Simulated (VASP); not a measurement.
# LiF (Fdd2) in VASP: further runs, part 2 of 2

VASP 6.6.1.

## Step 3: Single point, PBE

This run uses another cell than the first one: it holds 8 atoms, not 4.

The input, INCAR:

```
ALGO = Normal
EDIFF = 1E-6
ENCUT = 520
GGA = PE
ISIF = 2
ISMEAR = 0
LASPH = T
LCHARG = F
LREAL = F
LWAVE = F
NBANDS = 30
NELM = 100
PREC = Accurate
SIGMA = 0.1
```

The input, KPOINTS:

```
k-points
0
Gamma
  4 4 4
```

The input, POSCAR:

```
LiF
1.0
   -1.4178328412     -2.7474269248      0.0000000000
   -4.2534985235      2.7474269248      0.0000000000
    1.4178328412      0.0000000000     -4.8627755632
Li F
4 4
Direct
    0.5918311645      0.5918311645      0.3673246580
    0.0918311645      0.0918311645      0.3673246580
    0.4668311645      0.9668311645      0.8673246580
    0.9668311645      0.4668311645      0.8673246580
    0.9081688355      0.9081688355      0.6326753420
    0.4081688355      0.4081688355      0.6326753420
    0.2831688355      0.7831688355      0.1326753420
    0.7831688355      0.2831688355      0.1326753420
```

Potentials or basis: VASP PAW PBE potentials, release 64 (Li_sv, F).

Run with:

```bash
cat potpaw_PBE.64/Li_sv/POTCAR potpaw_PBE.64/F/POTCAR > POTCAR
mpirun -np 1 vasp_std > vasp.out
```

It took 73 s on 1 thread of AMD EPYC 7R13 (Zen 3), shared host; peak memory 0.18 GiB.

The run converged. Its results:

* Free energy: -38.1529 eV
* Band gap on the k mesh: 7.79 eV

Levels at points of the mesh, in eV from the valence-band top:
```
           k point  band 18  band 19  band 20  band 21  band 22  band 23
(0.00, 0.00, 0.00)    -0.21    -0.05    -0.01     7.79    10.41    10.80
(0.50, 0.00, 0.00)    -0.81    -0.53    -0.53    10.72    10.72    12.35
(0.00, 0.50, 0.00)    -0.33    -0.18    -0.18     9.28     9.28    12.10
(0.50, 0.50, 0.00)    -0.25    -0.24    -0.24    10.80    11.12    11.12
(0.00, 0.00, 0.50)    -0.25    -0.01    -0.01     9.18     9.18    10.80
(0.50, 0.00, 0.50)    -0.63    -0.38    -0.38    11.15    11.15    11.98
(0.00, 0.50, 0.50)    -0.47    -0.25    -0.25    10.05    10.05    11.22
(0.50, 0.50, 0.50)    -0.29    -0.29    -0.25    10.80    10.99    10.99
```

Caveat: the k points lie up to 0.52 Å⁻¹ apart; the cutoff is under 1.25 times the usual one of these potentials, so pressure, stress and relaxed cells hold a basis-set (Pulay) error. A k mesh can miss the band edges.

## Step 4: Single point, PBE

This run uses another cell than the first one, of 9.47 Å³/atom, 1.276 times its volume.

The input, INCAR:

```
SYSTEM = LiF
  PREC = Accurate
  ENCUT = 520
  EDIFF = 1E-6
  ISMEAR = 0
  SIGMA = 0.02
  LREAL = .False.
  LASPH = .True.
  NELM = 80
  ALGO = Normal
  ISIF = 2
  LWAVE = .False.
  LCHARG = .True.
  GGA = PE
  LELF = .True.
  LVHAR = .True.
  NBANDS = 18
```

The input, KPOINTS:

```
regular mesh
0
Gamma
  10 10 10
  0 0 0
```

The input, POSCAR:

```
LiF
1.0
    0.0000000000      2.7474269248      4.8627755632
    1.4178328412      0.0000000000      4.8627755632
    1.4178328412      2.7474269248      0.0000000000
Li F
2 2
Direct
    0.8163376710      0.8163376710      0.1836623290
    0.0663376710      0.0663376710      0.4336623290
    0.1836623290      0.1836623290      0.8163376710
    0.4336623290      0.4336623290      0.0663376710
```

Potentials or basis: VASP PAW PBE potentials, release 64 (Li_sv, F).

Run with:

```bash
cat potpaw_PBE.64/Li_sv/POTCAR potpaw_PBE.64/F/POTCAR > POTCAR
mpirun -np 1 vasp_std > vasp.out
```

OUTCAR:

```text
SYSTEM = LiF
   PREC = Accurate
   ENCUT = 520
   EDIFF = 1E-6
   ISMEAR = 0
   LREAL = .False.
   LASPH = .True.
   NELM = 80
   ISIF = 2
   GGA = PE

 ion  position               nearest neighbor table
   1  0.816  0.816  0.184-   3 1.92   3 1.92   4 1.92   4 1.92
   2  0.066  0.066  0.434-   4 1.92   4 1.92   3 1.92   3 1.92
   3  0.184  0.184  0.816-   1 1.92   1 1.92   2 1.92   2 1.92
   4  0.434  0.434  0.066-   2 1.92   2 1.92   1 1.92   1 1.92

  LATTYP: Found a face centered orthorhombic cell.
 ALAT       =     2.8356656824
 B/A-ratio  =     1.9377650489
[... 706 lines left out ...]
  --------------------------------------------------------------------------------------
  -------------------------------------------------------------------------------------
  Total       -0.0594403     -0.0795334     -0.0553456      0.0000000      0.0000000      0.0000000
  in kB       -2.5137720     -3.3635249     -2.3406075      0.0000000      0.0000000      0.0000000
  external PRESSURE =      -2.7393015 kB  Pullay stress =       0.0000000 kB

 VOLUME and BASIS-vectors are now :
 -----------------------------------------------------------------------------
  energy-cutoff  :      520.00
  volume of cell :       37.88
      direct lattice vectors                 reciprocal lattice vectors
     0.000000000  2.747426925  4.862775563    -0.352650881  0.181988462  0.102821936
     1.417832841  0.000000000  4.862775563     0.352650881 -0.181988462  0.102821936
     1.417832841  2.747426925  0.000000000     0.352650881  0.181988462 -0.102821936

 POSITION                                       TOTAL-FORCE (eV/Angst)
 -----------------------------------------------------------------------------------
      1.41783      2.74743      7.93933        -0.000000      0.000000      0.001210
      0.70892      1.37371      0.64517         0.000000     -0.000000      0.001210
      1.41783      2.74743      1.78622        -0.000000     -0.000000     -0.001210
      0.70892      1.37371      4.21761         0.000000      0.000000     -0.001210
 -----------------------------------------------------------------------------------
    total drift:                                0.000034      0.000033     -0.000339

  FREE ENERGIE OF THE ION-ELECTRON SYSTEM (eV)
  ---------------------------------------------------
  free  energy   TOTEN  =       -19.0766981893 eV

  energy  without entropy=      -19.0766981893  energy(sigma->0) =      -19.07669819
```

stdout:

```text
POSCAR found type information on POSCAR LiF
 POSCAR found :  2 types and       4 ions
 scaLAPACK will be used
 LDA part: xc-table for (Slater+PW92), standard interpolation
 POSCAR, INCAR and KPOINTS ok, starting setup
 FFT: planning ... GRIDC
 FFT: planning ... GRID_SOFT
 FFT: planning ... GRID
 WAVECAR not read
 entering main loop
```

It took 2.6 min on 1 thread of AMD EPYC 7R13 (Zen 3), shared host; peak memory 0.21 GiB.

What came out:

| Quantity | Value |
| --- | --- |
| Free energy | -19.0767 eV |
| Band gap on the k mesh | 7.79 eV, indirect (the least direct gap lies 4.7 meV higher) |

Caveat: the cutoff is under 1.25 times the usual one of these potentials, so pressure, stress and relaxed cells hold a basis-set (Pulay) error. A k mesh can miss the band edges.

## Step 5: Overview

```csv
cell,k mesh,smearing,gap on the mesh (eV)
"a = 5.069, b = 4.497, c = 2.966 Å, angles 82.8, 61.7, 35.5°, 4 atoms",8 × 8 × 8,gaussian 0.1 eV,9.55
"a = 3.092, b = 5.064, c = 5.065 Å, angles 103.6, 97.4, 95.6°, 8 atoms",4 × 4 × 4,gaussian 0.1 eV,7.79
"a = 5.585, b = 5.065, c = 3.092 Å, angles 82.6, 64.1, 33.3°, 4 atoms",10 × 10 × 10,gaussian 0.02 eV,7.79
```

Alike in all rows: task single point; level PBE; potentials or basis VASP PAW PBE potentials, release 64 (Li_sv, F); no spin polarisation; cutoff (eV) 520.

Caveats: some runs use coarse meshes; the cutoff is under 1.25 times the usual one of these potentials, so pressure, stress and relaxed cells hold a basis-set (Pulay) error.

Total energies depend on the potentials used, so only differences within one code and one set of settings carry meaning.
